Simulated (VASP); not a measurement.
# CuAu3 (Pm-3m) in VASP: a series of runs, part 2 of 2

VASP 6.6.1. Earlier steps stand in the parts before.

## (4) Electric field gradients, LDA (16.39 Å³/atom)

This run uses another cell than the first one, of 16.39 Å³/atom.

Contents of INCAR:

```
SYSTEM = CuAu3
PREC     = Accurate       ! precision mode
ENCUT    = 610            ! plane-wave cutoff, eV
EDIFF    = 1E-8           ! SCF threshold, eV
ISMEAR   = -1             ! smearing method
SIGMA    = 0.05           ! smearing width, eV
LREAL    = .FALSE.        ! projectors in reciprocal space
LASPH    = .TRUE.         ! aspherical terms in the spheres
NELM     = 120            ! most SCF steps
ALGO     = Normal         ! electronic algorithm
ISIF     = 2              ! what is computed and relaxed
LWAVE    = .FALSE.        ! write WAVECAR
LCHARG   = .FALSE.        ! write CHGCAR
LEFG     = .TRUE.       
NBANDS   = 46             ! bands
GGA_COMPAT= .FALSE.
```

Contents of KPOINTS:

```
regular mesh
0
G
  9 9 9
  0 0 0
```

Contents of POSCAR:

```
CuAu3
1.0
    4.0323744272      0.0000000000      0.0000000000
    0.0000000000      4.0323744272      0.0000000000
    0.0000000000      0.0000000000      4.0323744272
Cu Au
1 3
Direct
    0.0000000000      0.0000000000      0.0000000000
    0.0000000000      0.5000000000      0.5000000000
    0.5000000000      0.0000000000      0.5000000000
    0.5000000000      0.5000000000      0.0000000000
```

Potentials or basis: VASP PAW LDA potentials, release 64 (Cu_sv_GW, Au_sv_GW).

The run is started by

```console
cat potpaw_LDA.64/Cu_sv_GW/POTCAR potpaw_LDA.64/Au_sv_GW/POTCAR > POTCAR
mpirun -np 1 vasp_std > vasp.out
```

OUTCAR:

```text
SYSTEM = CuAu3
   PREC = Accurate
   ENCUT = 610
   EDIFF = 1E-8
   ISMEAR = -1
   LREAL = .FALSE.
   LASPH = .TRUE.
   NELM = 120
   ISIF = 2

 ion  position               nearest neighbor table
   1  0.000  0.000  0.000-   2 2.85   3 2.85   4 2.85   2 2.85   3 2.85   2 2.85   4 2.85   2 2.85
                             3 2.85   4 2.85   3 2.85   4 2.85
   2  0.000  0.500  0.500-   1 2.85   3 2.85   4 2.85   1 2.85   4 2.85   1 2.85   3 2.85   1 2.85
                             3 2.85   4 2.85   4 2.85   3 2.85
   3  0.500  0.000  0.500-   1 2.85   2 2.85   4 2.85   1 2.85   4 2.85   2 2.85   4 2.85   4 2.85
                             1 2.85   2 2.85   1 2.85   2 2.85
   4  0.500  0.500  0.000-   1 2.85   2 2.85   3 2.85   2 2.85   3 2.85   1 2.85   3 2.85   3 2.85
                             1 2.85   2 2.85   2 2.85   1 2.85

  LATTYP: Found a simple cubic cell.
 ALAT       =     4.0323744272

  Lattice vectors:

 A1 = (   4.0323744272,   0.0000000000,   0.0000000000)
 A2 = (   0.0000000000,   4.0323744272,   0.0000000000)
 A3 = (   0.0000000000,   0.0000000000,   4.0323744272)

Analysis of symmetry for initial positions (statically):
=====================================================================
[... 1384 lines left out ...]
      2.01619      2.01619      0.00000         0.000000      0.000000      0.000000
 -----------------------------------------------------------------------------------
    total drift:                                0.000000     -0.000000     -0.000000

  FREE ENERGIE OF THE ION-ELECTRON SYSTEM (eV)
  ---------------------------------------------------
  free  energy   TOTEN  =       -16.1423384833 eV

  energy  without entropy=      -16.1349083577  energy(sigma->0) =      -16.13862342

 Electric field gradients (V/A^2)
---------------------------------------------------------------------
 ion       V_xx      V_yy      V_zz      V_xy      V_xz      V_yz
---------------------------------------------------------------------
   1      -0.000    -0.000    -0.000    -0.000    -0.000    -0.000
   2     -53.768    26.884    26.884    -0.000     0.000     0.000
   3      26.884   -53.768    26.884    -0.000     0.000    -0.000
   4      26.884    26.884   -53.768    -0.000     0.000     0.000
---------------------------------------------------------------------

 Electric field gradients after diagonalization (V/A^2)
 (convention: |V_zz| > |V_xx| > |V_yy|)
----------------------------------------------------------------------
 ion       V_xx      V_yy      V_zz     asymmetry (V_yy - V_xx)/ V_zz
----------------------------------------------------------------------
   1      -0.000    -0.000    -0.000      -0.080
   2      26.884    26.884   -53.768       0.000
   3      26.884    26.884   -53.768       0.000
   4      26.884    26.884   -53.768       0.000
----------------------------------------------------------------------

           NMR quadrupolar parameters

 Cq : quadrupolar parameter    Cq=e*Q*V_zz/h
 eta: asymmetry parameters     (V_yy - V_xx)/ V_zz
 Q  : nuclear electric quadrupole moment in mb (millibarn)
----------------------------------------------------------------------
 ion       Cq(MHz)       eta       Q (mb)
----------------------------------------------------------------------
   1      -0.000      -0.080       1.000
   2      -0.130       0.000       1.000
   3      -0.130       0.000       1.000
   4      -0.130       0.000       1.000
----------------------------------------------------------------------
```

OSZICAR:

```text
N       E                     dE             d eps       ncg     rms          rms(c)
DAV:   1     0.222053518832E+04    0.22205E+04   -0.45455E+04  4422   0.389E+03
DAV:   2     0.382727792819E+03   -0.18378E+04   -0.17818E+04  4482   0.141E+03
[... 10 lines left out ...]
DAV:  13    -0.161424775973E+02   -0.10387E-03   -0.19710E-04  5704   0.493E-01    0.863E-02
DAV:  14    -0.161423413048E+02    0.13629E-03   -0.35969E-04  5334   0.748E-01    0.424E-02
DAV:  15    -0.161423383008E+02    0.30040E-05   -0.57757E-05  6374   0.191E-01    0.203E-02
DAV:  16    -0.161423385628E+02   -0.26204E-06   -0.29689E-06  4770   0.177E-02    0.278E-02
DAV:  17    -0.161423386767E+02   -0.11385E-06   -0.61075E-07  4688   0.269E-02    0.928E-03
DAV:  18    -0.161423384828E+02    0.19390E-06   -0.61832E-07  5134   0.290E-02    0.231E-02
DAV:  19    -0.161423384833E+02   -0.54570E-09   -0.47253E-08  3194   0.375E-03
   1 F= -.16142338E+02 E0= -.16138623E+02  d E =-.743013E-02
```

stdout:

```text
POSCAR found type information on POSCAR CuAu
 POSCAR found :  2 types and       4 ions
 scaLAPACK will be used
 LDA part: xc-table for (Slater(with rela. corr.)+CA(PZ))
 , standard interpolation
 POSCAR, INCAR and KPOINTS ok, starting setup
 FFT: planning ... GRIDC
 FFT: planning ... GRID_SOFT
 FFT: planning ... GRID
 WAVECAR not read
 entering main loop
ion   1

ion   2

ion   3

ion   4
```

It took 1.8 min on 1 thread of Intel Xeon Platinum 8488C (Sapphire Rapids), shared host; peak memory 0.26 GiB.

Results:

| Quantity | Value |
| --- | --- |
| Free energy | -16.1423 eV |
| Pressure | -11.3 GPa |
| Band gap on the k mesh | zero (bands 38 and 39 overlap by 1.52 eV) |
| Largest electric field gradient by atom | Cu -0.0; Au -53.8 V/Å² |

Electric field gradients, principal values (V/Å²):
```
atom   least  middle  greatest (by size)
1 Cu   0.000   0.000               0.000
2 Au  26.884  26.884             -53.768
3 Au  26.884  26.884             -53.768
4 Au  26.884  26.884             -53.768
```

Caveat: the cell stands under tension; without QUAD_EFG the Cq values of the log hold for a quadrupole moment of 1 mb, not for the nuclei; spin-orbit coupling is left out, which moves the levels of the heavy elements.

## (5) Electric field gradients, LDA

This run uses another cell than the first one, of 15.76 Å³/atom.

Contents of INCAR:

```
SYSTEM = CuAu3
PREC     = Accurate       ! precision mode
ENCUT    = 610            ! plane-wave cutoff, eV
EDIFF    = 1E-8           ! SCF threshold, eV
ISMEAR   = -1             ! smearing method
SIGMA    = 0.05           ! smearing width, eV
LREAL    = .False.        ! projectors in reciprocal space
LASPH    = .True.         ! aspherical terms in the spheres
NELM     = 120            ! most SCF steps
ALGO     = Normal         ! electronic algorithm
ISIF     = 2              ! what is computed and relaxed
LWAVE    = .False.        ! write WAVECAR
LCHARG   = .False.        ! write CHGCAR
LEFG     = .True.       
NBANDS   = 46             ! bands
GGA_COMPAT= .False.
```

Contents of KPOINTS:

```
regular mesh
0
Gamma
  9 9 9
  0 0 0
```

Contents of POSCAR:

```
CuAu3
1.0
    3.9800000000      0.0000000000      0.0000000000
    0.0000000000      3.9800000000      0.0000000000
    0.0000000000      0.0000000000      3.9800000000
Cu Au
1 3
Direct
    0.0000000000      0.0000000000      0.0000000000
    0.0000000000      0.5000000000      0.5000000000
    0.5000000000      0.0000000000      0.5000000000
    0.5000000000      0.5000000000      0.0000000000
```

Potentials or basis: VASP PAW LDA potentials, release 64 (Cu_sv_GW, Au_sv_GW).

The run is started by

```console
cat potpaw_LDA.64/Cu_sv_GW/POTCAR potpaw_LDA.64/Au_sv_GW/POTCAR > POTCAR
mpirun -np 1 vasp_std > vasp.out
```

OUTCAR:

```text
SYSTEM = CuAu3
   PREC = Accurate
   ENCUT = 610
   EDIFF = 1E-8
   ISMEAR = -1
   LREAL = .False.
   LASPH = .True.
   NELM = 120
   ISIF = 2

 ion  position               nearest neighbor table
   1  0.000  0.000  0.000-   2 2.81   3 2.81   4 2.81   2 2.81   3 2.81   2 2.81   4 2.81   2 2.81
                             3 2.81   4 2.81   3 2.81   4 2.81
   2  0.000  0.500  0.500-   1 2.81   3 2.81   4 2.81   1 2.81   4 2.81   1 2.81   3 2.81   1 2.81
                             3 2.81   4 2.81   4 2.81   3 2.81
   3  0.500  0.000  0.500-   1 2.81   2 2.81   4 2.81   1 2.81   4 2.81   2 2.81   4 2.81   4 2.81
                             1 2.81   2 2.81   1 2.81   2 2.81
   4  0.500  0.500  0.000-   1 2.81   2 2.81   3 2.81   2 2.81   3 2.81   1 2.81   3 2.81   3 2.81
                             1 2.81   2 2.81   2 2.81   1 2.81

  LATTYP: Found a simple cubic cell.
 ALAT       =     3.9800000000

  Lattice vectors:

 A1 = (   3.9800000000,   0.0000000000,   0.0000000000)
 A2 = (   0.0000000000,   3.9800000000,   0.0000000000)
 A3 = (   0.0000000000,   0.0000000000,   3.9800000000)

Analysis of symmetry for initial positions (statically):
=====================================================================
[... 1384 lines left out ...]
      1.99000      1.99000      0.00000         0.000000      0.000000      0.000000
 -----------------------------------------------------------------------------------
    total drift:                                0.000000     -0.000000     -0.000000

  FREE ENERGIE OF THE ION-ELECTRON SYSTEM (eV)
  ---------------------------------------------------
  free  energy   TOTEN  =       -16.2642379066 eV

  energy  without entropy=      -16.2560064808  energy(sigma->0) =      -16.26012219

 Electric field gradients (V/A^2)
---------------------------------------------------------------------
 ion       V_xx      V_yy      V_zz      V_xy      V_xz      V_yz
---------------------------------------------------------------------
   1      -0.000    -0.000    -0.000    -0.000    -0.000    -0.000
   2     -58.093    29.046    29.046     0.000    -0.000     0.000
   3      29.046   -58.093    29.046    -0.000    -0.000     0.000
   4      29.046    29.046   -58.093    -0.000    -0.000     0.000
---------------------------------------------------------------------

 Electric field gradients after diagonalization (V/A^2)
 (convention: |V_zz| > |V_xx| > |V_yy|)
----------------------------------------------------------------------
 ion       V_xx      V_yy      V_zz     asymmetry (V_yy - V_xx)/ V_zz
----------------------------------------------------------------------
   1      -0.000    -0.000    -0.000      -0.271
   2      29.046    29.046   -58.093       0.000
   3      29.046    29.046   -58.093       0.000
   4      29.046    29.046   -58.093       0.000
----------------------------------------------------------------------

           NMR quadrupolar parameters

 Cq : quadrupolar parameter    Cq=e*Q*V_zz/h
 eta: asymmetry parameters     (V_yy - V_xx)/ V_zz
 Q  : nuclear electric quadrupole moment in mb (millibarn)
----------------------------------------------------------------------
 ion       Cq(MHz)       eta       Q (mb)
----------------------------------------------------------------------
   1      -0.000      -0.271       1.000
   2      -0.140       0.000       1.000
   3      -0.140       0.000       1.000
   4      -0.140       0.000       1.000
----------------------------------------------------------------------
```

stdout:

```text
POSCAR found type information on POSCAR CuAu
 POSCAR found :  2 types and       4 ions
 scaLAPACK will be used
 LDA part: xc-table for (Slater(with rela. corr.)+CA(PZ))
 , standard interpolation
 POSCAR, INCAR and KPOINTS ok, starting setup
 FFT: planning ... GRIDC
 FFT: planning ... GRID_SOFT
 FFT: planning ... GRID
 WAVECAR not read
 entering main loop
ion   1

ion   2

ion   3

ion   4
```

It took 91 s on 1 thread of Intel Xeon Platinum 8488C (Sapphire Rapids), shared host; peak memory 0.25 GiB.

Results:

```
Free energy                             : -16.2642 eV
Pressure                                : -5.6 GPa
Band gap on the k mesh                  : zero (bands 38 and 39 overlap by 1.58 eV)
Largest electric field gradient by atom : Cu -0.0; Au -58.1 V/Å²
```

Levels at points of the mesh, in eV from the Fermi level:
| k point | band 35 | band 36 | band 37 | band 38 | band 39 | band 40 | band 41 | band 42 |
| --- | --- | --- | --- | --- | --- | --- | --- | --- |
| (0.00, 0.00, 0.00) | -1.50 | -1.50 | -1.50 | 0.98 | 0.98 | 0.98 | 5.96 | 5.96 |

Electric field gradients, principal values (V/Å²):
```
atom   least  middle  greatest (by size)
1 Cu   0.000   0.000               0.000
2 Au  29.046  29.046             -58.093
3 Au  29.046  29.046             -58.093
4 Au  29.046  29.046             -58.093
```

Caveat: the cell stands under tension; without QUAD_EFG the Cq values of the log hold for a quadrupole moment of 1 mb, not for the nuclei; spin-orbit coupling is left out, which moves the levels of the heavy elements.

## (6) The runs side by side

```tsv
cell	gap on the mesh (eV)	pressure (GPa)
a = 3.993 Å, 4 atoms	none	-7.2
a = 3.899 Å, 4 atoms	none	6.3
a = 4.032 Å, 4 atoms	none	-11.3
a = 3.980 Å, 4 atoms	none	-5.6
```

Alike in all rows: task electric field gradients; level LDA; potentials or basis VASP PAW LDA potentials, release 64 (Cu_sv_GW, Au_sv_GW); no spin polarisation; k mesh 9 × 9 × 9; cutoff (eV) 610; smearing fermi-dirac 0.05 eV.

Caveats: spin-orbit coupling is left out, which moves the levels of the heavy elements; the cell stands under tension (at least some runs); the cell stands under pressure (at least some runs).

Total energies depend on the potentials used, so only differences within one code and one set of settings carry meaning.
